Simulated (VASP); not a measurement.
Runs of VASP 6.6.1 on MgSi. The structure is that of space group P4/mmm (No. 123), or close to it. The cells are those of the table. 

```csv
cell,gap on the mesh (eV),pressure (GPa)
"a = 2.817, b = 2.817, c = 4.373 Å, 2 atoms",none,-2.0
"a = 2.861, b = 2.861, c = 4.239 Å, 2 atoms",none,-1.9
"a = 2.737, b = 2.737, c = 4.634 Å, 2 atoms",none,-1.5
"a = 3.070, b = 3.070, c = 3.682 Å, 2 atoms",none,(b)
"a = 2.990, b = 2.990, c = 3.882 Å, 2 atoms",none,(a)
```

Alike in all rows: task single point; level r2SCAN; potentials or basis VASP PAW PBE potentials, release 64 (Mg, Si); no spin polarisation; k mesh 18 × 18 × 14; cutoff (eV) 520; smearing gaussian 0.15 eV.

Task: Estimate the missing entries.

Result: (a) -0.4; (b) 0.7.

Caveats: the PAW data sets were made with another functional, which shifts forces and pressure a little; the stress differs along the axes, from -8 to 1 GPa (at least some runs); the stress differs along the axes, from -7 to 1 GPa (at least some runs); the stress differs along the axes, from -9 to 2 GPa (at least some runs); the stress differs along the axes, from -1 to 5 GPa (at least some runs).

A gap of «none» marks levels without a gap at the run's occupations.
